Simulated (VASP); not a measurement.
Wanted: the native input for a VASP 6.6.1 run.

* Task: electric field gradients
* Functional: PBE
* Potentials or basis: VASP PAW PBE potentials, release 64 (K_sv, Cl)
* Cutoff: 520 eV
* k mesh: 7 × 7 × 7
* Occupations: fermi-dirac, width 0.03 eV
* Spin: no spin polarisation
* Dipole correction: no
* Further INCAR settings: ALGO = Normal; EDIFF = 1e-08; NBANDS = 15

The structure of KCl lies in POSCAR:

```
KCl
1.0
    0.0000000000      3.2045340317      3.0614170000
    3.2045340317      0.0000000000      3.0614170000
    3.2045340317      3.2045340317      0.0000000000
K Cl
1 1
Direct
    0.0000000000      0.0000000000      0.0000000000
    0.5000000000      0.5000000000      0.5000000000
```

This cell differs from its parent crystal: z stretched by -3 % at fixed volume.

One way to write it, as run:

INCAR

```
SYSTEM = KCl
PREC = Accurate
ENCUT = 520
EDIFF = 1E-8
ISMEAR = -1
SIGMA = 0.03
LREAL = .FALSE.
LASPH = .TRUE.
NELM = 60
ALGO = Normal
ISIF = 2
LWAVE = .FALSE.
LCHARG = .FALSE.
GGA = PE
LEFG = .TRUE.
NBANDS = 15
```

KPOINTS

```
regular mesh
0
G
  7 7 7
  0 0 0
```

Potentials or basis: VASP PAW PBE potentials, release 64 (K_sv, Cl).

Command:

```console
$ cat potpaw_PBE.64/K_sv/POTCAR potpaw_PBE.64/Cl/POTCAR > POTCAR
$ mpirun -np 1 vasp_std > vasp.out
```

It gave:

| Property | Result |
| --- | --- |
| Pressure | 0.7 GPa |
| Band gap on the k mesh | 5.13 eV |
| Largest electric field gradient by atom | K -9.1; Cl -4.9 V/Å² |

Caveat: without QUAD_EFG the Cq values of the log hold for a quadrupole moment of 1 mb, not for the nuclei.

It took 36 s on 1 thread of AMD EPYC 7R13 Processor (Zen 3), on a shared host, peak memory 0.18 GiB.
